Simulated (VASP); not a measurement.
MgBe2S3:

```
Mg Be S
1.0
     4.01657    0.00000    0.00000
     0.00000    4.01657    0.00000
     0.00000    0.00000    6.09649
Mg Be S
1 2 3
Direct
  0.00000 0.00000 0.00000
  0.50000 0.00000 0.50000
  0.00000 0.50000 0.50000
  0.50000 0.50000 0.77639
  0.50000 0.50000 0.22361
  0.50000 0.50000 0.50000
```

| Property | Result |
| --- | --- |
| Program | VASP 6.6.1 |
| Task | relaxation of cell and atoms |
| Functional | PBE |
| Potentials or basis | VASP PAW PBE potentials, release 64 (Mg, Be, S) |
| Cutoff | 600 eV |
| k mesh | 4 × 4 × 4 |
| Occupations | gaussian, width 0.1 eV |
| Spin | no spin polarisation |

At the start: pressure 32.7 GPa; volume 16.39 Å³/atom.

Question: How do energy, volume and symmetry change on relaxing?

Answer: Over 15 steps the energy falls by 1492.1 meV/atom and the volume is 20.82 Å³/atom (+27.0 %); space group P4/mmm (No. 123, to 0.05 Å).

The path:
| step | energy change (eV) | largest force (eV/Å) | pressure (GPa) | volume (Å³) |
| --- | --- | --- | --- | --- |
| 1 | 0.0000 | 18.2768 | 32.66 | 98.35 |
| 2 | 1.7890 | 50.6270 | 25.54 | 145.45 |
| 3 | -8.2859 | 3.2008 | 0.96 | 120.14 |
| 4 | -8.7137 | 1.6902 | -1.84 | 123.44 |
| 5 | -8.8406 | 0.7730 | -1.53 | 122.32 |
| 6 | -8.9046 | 0.5421 | 0.16 | 119.77 |
| 7 | -8.9118 | 0.4275 | 0.93 | 118.61 |
| 8 | -8.9304 | 0.0389 | 0.83 | 119.95 |
| 9 | -8.9332 | 0.2052 | 0.81 | 120.70 |
| 10 | -8.9458 | 0.0425 | 0.10 | 123.15 |
| 11 | -8.9483 | 0.0701 | -0.36 | 124.93 |
| 12 | -8.9515 | 0.0737 | -0.14 | 124.89 |
| 13 | -8.9523 | 0.0762 | 0.03 | 124.85 |
| 14 | -8.9525 | 0.0413 | 0.12 | 124.93 |
| 15 | -8.9526 | 0.0049 | 0.09 | 124.91 |

Final structure:
```yaml
crystal:
  lattice:
    - [3.85961, 0.00000, 0.00000]
    - [0.00000, 3.85961, 0.00000]
    - [0.00000, 0.00000, 8.38489]
  atoms:
    - { symbol: Mg, position: [0.00000, 0.00000, 0.00000] }
    - { symbol: Be, position: [0.50000, 0.00000, 0.50000] }
    - { symbol: Be, position: [0.00000, 0.50000, 0.50000] }
    - { symbol: S, position: [0.50000, 0.50000, 0.87097] }
    - { symbol: S, position: [0.50000, 0.50000, 0.12903] }
    - { symbol: S, position: [0.50000, 0.50000, 0.50000] }
```

Caveat: the k points lie up to 0.41 Å⁻¹ apart in the final cell; the volume moved by over 15 % at a fixed basis, so the end points are rough.
